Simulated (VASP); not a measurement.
# C (C2/m) in VASP: notebook, part 2 of 2

VASP 6.6.1.

## 4. Single point, PBE (atoms displaced along several vibrational modes)

INCAR

```
PREC = Accurate
ENCUT = 520
EDIFF = 1E-6
ISMEAR = 0
SIGMA = 0.15
LREAL = F
LASPH = T
NELM = 80
ALGO = Normal
ISIF = 2
LWAVE = F
LCHARG = F
GGA = PE
NBANDS = 16
```

KPOINTS

```
regular mesh
0
Gamma
  18 18 6
```

POSCAR

```
C
1.0
    1.2332770792     -2.1360444277      0.0000000000
    1.2332770792      2.1360444277      0.0000000000
    0.0000000000      0.0000000000      8.7070252276
C
4
Direct
    0.1033233036      0.8966766964      0.7993463459
    0.5633428617      0.4366571383      0.2006535477
    0.8966766964      0.1033233036      0.2006536541
    0.4366571383      0.5633428617      0.7993464523
```

Potentials or basis: VASP PAW PBE potentials, release 64 (C).

Launch:

```
> cat potpaw_PBE.64/C/POTCAR > POTCAR
> mpirun -np 1 vasp_std > vasp.out
```

OUTCAR:

```text
PREC = Accurate
   ENCUT = 520
   EDIFF = 1E-6
   ISMEAR = 0
   LREAL = F
   LASPH = T
   NELM = 80
   ISIF = 2
   GGA = PE

 ion  position               nearest neighbor table
   1  0.103  0.897  0.799-   4 1.42   4 1.42   4 1.42
   2  0.563  0.437  0.201-   3 1.42   3 1.42   3 1.42
   3  0.897  0.103  0.201-   2 1.42   2 1.42   2 1.42
   4  0.437  0.563  0.799-   1 1.42   1 1.42   1 1.42

  LATTYP: Found a base centered orthorhombic cell.
 ALAT       =     2.4665541584
 B/A-ratio  =     1.7320069137
 C/A-ratio  =     3.5300361024

  Lattice vectors:

 A1 = (   1.2332770792,  -2.1360444277,   0.0000000000)
 A2 = (   1.2332770792,   2.1360444277,   0.0000000000)
 A3 = (   0.0000000000,   0.0000000000,   8.7070252276)

Analysis of symmetry for initial positions (statically):
=====================================================================
 Subroutine PRICEL returns:
 Original cell was already a primitive cell.

 Routine SETGRP: Setting up the symmetry group for a
 base centered orthorhombic supercell.

 Subroutine GETGRP returns: Found  4 space group operations
[... 172 lines left out ...]
 cond. band min:       2.7118658529   @ k =   0.3333   0.3333   0.5000
 fundamental gap:      0.1580640108
 Fermi energy:         2.6330972819

 k-point     1 :       0.0000    0.0000    0.0000
  band No.  band energies     occupation
      1     -16.9275      2.00000
      2     -16.8165      2.00000
      3      -5.3817      2.00000
      4      -4.5364      2.00000
      5      -0.4040      2.00000
      6      -0.3999      2.00000
[... 433 lines left out ...]
      3      -4.2469      2.00000
      4      -3.4389      2.00000
      5      -3.4124      2.00000
      6      -3.3900      2.00000
[... 8 lines left out ...]
     15      12.4189      0.00000
     16      13.9613      0.00000

 [... further k-points ...]

------------------------ aborting loop because EDIFF is reached ----------------------------------------

  FORCE on cell =-STRESS in cart. coord.  units (eV):
  Direction    XX          YY          ZZ          XY          YZ          ZX
  --------------------------------------------------------------------------------------
  -------------------------------------------------------------------------------------
  Total        0.1403398      0.1108843      0.2265632      0.0000000      0.0076409      0.0000000
  in kB        4.9014057      3.8726652      7.9127838      0.0000000      0.2668618      0.0000000
  external PRESSURE =       5.5622849 kB  Pullay stress =       0.0000000 kB

 VOLUME and BASIS-vectors are now :
 -----------------------------------------------------------------------------
  energy-cutoff  :      520.00
  volume of cell :       45.87
      direct lattice vectors                 reciprocal lattice vectors
     1.233277079 -2.136044428  0.000000000     0.405423897 -0.234077528  0.000000000
     1.233277079  2.136044428  0.000000000     0.405423897  0.234077528  0.000000000
     0.000000000  0.000000000  8.707025228     0.000000000  0.000000000  0.114849788

 POSITION                                       TOTAL-FORCE (eV/Angst)
 -----------------------------------------------------------------------------------
      1.23328      1.69464      6.95993         0.000000      0.000203     -0.040045
      1.23328     -0.27061      1.74710         0.000000      0.002269      0.035592
      1.23328     -1.69464      1.74710         0.000000     -0.000203      0.040045
      1.23328      0.27061      6.95993         0.000000     -0.002269     -0.035592
 -----------------------------------------------------------------------------------
    total drift:                                0.000000      0.000000      0.000000

  FREE ENERGIE OF THE ION-ELECTRON SYSTEM (eV)
  ---------------------------------------------------
  free  energy   TOTEN  =       -36.8858573204 eV

  energy  without entropy=      -36.8850363740  energy(sigma->0) =      -36.88544685
```

Run time: 2.5 min. Hardware: 1 thread of Oxide Virtual Turin-like, shared host; peak memory 0.33 GiB.

What came out:

```
Free energy   : -36.8859 eV
Pressure      : 0.6 GPa
Largest force : 0.040 eV/Å
```

Forces in eV/Å, atoms in the order of the input:
```
C    0.000  0.000 -0.040
C    0.000  0.002  0.036
C    0.000  0.000  0.040
C    0.000 -0.002 -0.036
```

Stress tensor (GPa, compression positive):
```
0.49 0.00 0.00
0.00 0.39 0.03
0.00 0.03 0.79
```

Caveat: the cell differs from its parent crystal (atoms displaced along several vibrational modes); this functional lacks dispersion, which binds layers or chains, so the pressure and a relaxed spacing across them are unreliable.

## 5. Single point, PBE (atoms displaced along several vibrational modes)

INCAR

```
SYSTEM = C
PREC = Accurate
ENCUT = 520
EDIFF = 1E-7
ISMEAR = 0
SIGMA = 0.15
LREAL = .False.
LASPH = .True.
NELM = 100
ALGO = Normal
ISIF = 2
LWAVE = .False.
LCHARG = .False.
GGA = PE
NBANDS = 16
```

KPOINTS

```
regular mesh
0
Gamma
  18 18 6
  0 0 0
```

POSCAR

```
C
1.0
    1.2332770792     -2.1360444277      0.0000000000
    1.2332770792      2.1360444277      0.0000000000
    0.0000000000      0.0000000000      8.7070252276
C
4
Direct
    0.1433037454      0.8566962546      0.7993462396
    0.5233624199      0.4766375801      0.2006534414
    0.8566962546      0.1433037454      0.2006537604
    0.4766375801      0.5233624199      0.7993465586
```

Launch:

```
> cat potpaw_PBE.64/C/POTCAR > POTCAR
> mpirun -np 1 vasp_std > vasp.out
```

It took 6.1 min on 1 thread of Oxide Virtual Turin-like, shared host; peak memory 0.33 GiB.

Results (log left out):

| Quantity | Value |
| --- | --- |
| Free energy | -36.8869 eV |
| Pressure | 0.6 GPa |
| Largest force | 0.041 eV/Å |

Forces on the atoms (eV/Å):
```
C    0.000 -0.001 -0.041
C    0.000  0.002  0.030
C    0.000  0.001  0.041
C    0.000 -0.002 -0.030
```

Stress tensor (GPa, compression positive):
```
0.47 0.00 0.00
0.00 0.43 0.03
0.00 0.03 0.75
```

Caveat: the cell differs from its parent crystal (atoms displaced along several vibrational modes); this functional lacks dispersion, which binds layers or chains, so the pressure and a relaxed spacing across them are unreliable.

## 6. Overview

| cell | pressure (GPa) | largest force (eV/Å) |
| --- | --- | --- |
| as given, atomic positions A | 0.4 | 0.01 |
| as given, atomic positions B | 0.3 | - |
| as given, atomic positions C | 0.6 | 0.04 |
| as given, atomic positions D | 0.6 | 0.04 |

Alike in all rows: task single point; level PBE; potentials or basis VASP PAW PBE potentials, release 64 (C); no spin polarisation; k mesh 18 × 18 × 6; cutoff (eV) 520; smearing gaussian 0.15 eV.

Caveats: this functional lacks dispersion, which binds layers or chains, so the pressure and a relaxed spacing across them are unreliable.

Total energies depend on the potentials used, so only differences within one code and one set of settings carry meaning.
